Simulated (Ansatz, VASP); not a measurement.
**I: VASP beside Ansatz**

INCAR

```
SYSTEM = I
PREC     = Accurate       ! precision mode
ENCUT    = 520            ! plane-wave cutoff, eV
EDIFF    = 1E-6           ! SCF threshold, eV
ISMEAR   = -1             ! smearing method
SIGMA    = 0.1            ! smearing width, eV
LREAL    = .FALSE.        ! projectors in reciprocal space
LASPH    = .TRUE.         ! aspherical terms in the spheres
NELM     = 80             ! most SCF steps
ALGO     = Normal         ! electronic algorithm
ISIF     = 2              ! what is computed and relaxed
LWAVE    = .FALSE.        ! write WAVECAR
LCHARG   = .FALSE.        ! write CHGCAR
GGA      = PE             ! functional
NBANDS   = 14             ! bands
```

The input KPOINTS:

```
regular mesh
0
G
  10 10 10
  0 0 0
```

File POSCAR:

```
I
1.0
    0.0000000000      3.8306891867      3.8306891867
    3.8306891867      0.0000000000      3.8306891867
    3.8306891867      3.8306891867      0.0000000000
I
2
Direct
   -0.1250000000     -0.1250000000     -0.1250000000
    0.1250000000      0.1250000000      0.1250000000
```

Input for Ansatz:

```yaml
crystal:
  lattice:
    - [0.0, 3.8306891867, 3.8306891867]
    - [3.8306891867, 0.0, 3.8306891867]
    - [3.8306891867, 3.8306891867, 0.0]
  atoms:
    - { symbol: I, position: [-0.125, -0.125, -0.125] }
    - { symbol: I, position: [0.125, 0.125, 0.125] }
kpoints:
  mp_grid: { grid: [10, 10, 10] }
scf:
  occupations: { method: fermi_dirac, width: 0.1 }
hamiltonian:
  xc: pbe
  pseudopotentials: { kind: nc }
output:
  forces: true
  stress: true
  eigenvalues: true
```

Change from the starting cell: volume scaled by 0.92, norm-conserving files.

Alike in both runs: task single point; functional PBE; k mesh 10 × 10 × 10; occupations fermi-dirac, width 0.1 eV; no spin polarisation.

|  | VASP | Ansatz |
| --- | --- | --- |
| version | VASP 6.6.1 | Ansatz 0.2.0 |
| potentials or method | VASP PAW PBE potentials, release 64 (I) | norm-conserving pseudopotentials, scalar-relativistic |
| plane-wave cutoff (eV) | 520 | 952 |
| valence electrons in the cell | 14 | 14 |

|  | VASP | Ansatz | Ansatz less VASP |
| --- | --- | --- | --- |
| pressure (GPa) | 1.1 | 1.1 | +0.02 |

With one functional, cell and mesh, what is left measures potentials, basis and numerics.

Spin-orbit coupling is off throughout.
